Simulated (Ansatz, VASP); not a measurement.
## GeW in VASP and in Ansatz

```xyz
2
Lattice="3.1374 0.0000 0.0000 0.0000 3.1374 0.0000 0.0000 0.0000 3.1374" Properties=species:S:1:pos:R:3 pbc="T T T"
Ge    0.0000    0.0000    0.0000
W     1.5687    1.5687    1.5687
```

Alike in both runs: task relaxation of cell and atoms; functional PBE; k mesh 18 × 18 × 18; occupations gaussian, width 0.1 eV; no spin polarisation.

```csv
,VASP,Ansatz
version,VASP 6.6.1,Ansatz 0.2.0
potentials or method,"VASP PAW PBE potentials, release 64 (Ge_d, W_sv), cutoff 600 eV","scalar-relativistic, plane waves, PAW"
valence electrons in the cell,28,28
```

Ansatz gave:

```
gap on the k mesh at the Fermi level, each at its own relaxed structure (eV) : none
relaxed volume (Å³/atom)                                                     : 15.40
relaxed cell length with the largest relative difference (Å)                 : 3.135
```

**Question.** What did VASP give for the same quantities?

**Answer.** gap on the k mesh at the Fermi level, each at its own relaxed structure (eV): none; relaxed volume (Å³/atom): 15.43; relaxed cell length with the largest relative difference (Å): 3.137.

A gap of «none» marks a metal or a gap that the smearing closes.

Spin-orbit coupling is off throughout.
